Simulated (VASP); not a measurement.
## HfO2 (l.b): single point with LDA

HfO2 (l.b):

```
Hf O
1.0
     0.00000    2.51500    2.51500
     2.51500    0.00000    2.51500
     2.51500    2.51500    0.00000
Hf O
1 2
Direct
  0.00000 0.00000 0.00000
  0.25000 0.25000 0.25000
  0.75000 0.75000 0.75000
```

```
Program                : VASP 6.6.1
Task                   : single point
Functional             : LDA
Potentials or basis    : VASP PAW LDA potentials, release 64 (Hf_pv, O)
Cutoff                 : 600 eV
k mesh                 : 6 × 6 × 6
Occupations            : gaussian, width 0.1 eV
Spin                   : no spin polarisation
Dipole correction      : no
Further INCAR settings : ALGO = Normal; EDIFF = 1e-06; NBANDS = 18
```

| Quantity | Value |
| --- | --- |
| Pressure | -8.1 GPa |
| Band gap on the k mesh | 3.66 eV, direct |

Levels at points of the mesh, in eV from the valence-band top:
| k point | band 8 | band 9 | band 10 | band 11 | band 12 | band 13 | band 14 | band 15 |
| --- | --- | --- | --- | --- | --- | --- | --- | --- |
| (0.00, 0.00, 0.00) | -5.56 | -0.62 | -0.62 | -0.62 | 3.74 | 3.74 | 5.88 | 10.67 |
| (0.50, 0.00, 0.00) | -3.10 | -2.81 | -1.87 | -1.87 | 4.51 | 4.51 | 7.16 | 8.87 |
| (0.50, 0.50, 0.00) | -3.53 | -1.59 | -1.59 | 0.00 | 3.66 | 5.45 | 6.81 | 8.29 |

Run time: 10 s on 1 thread of Intel(R) Xeon(R) Platinum 8488C (Sapphire Rapids), on a shared host, peak memory 0.15 GiB.

Caveat: spin-orbit coupling is left out, which moves the levels of the heavy elements. A k mesh can miss the band edges.
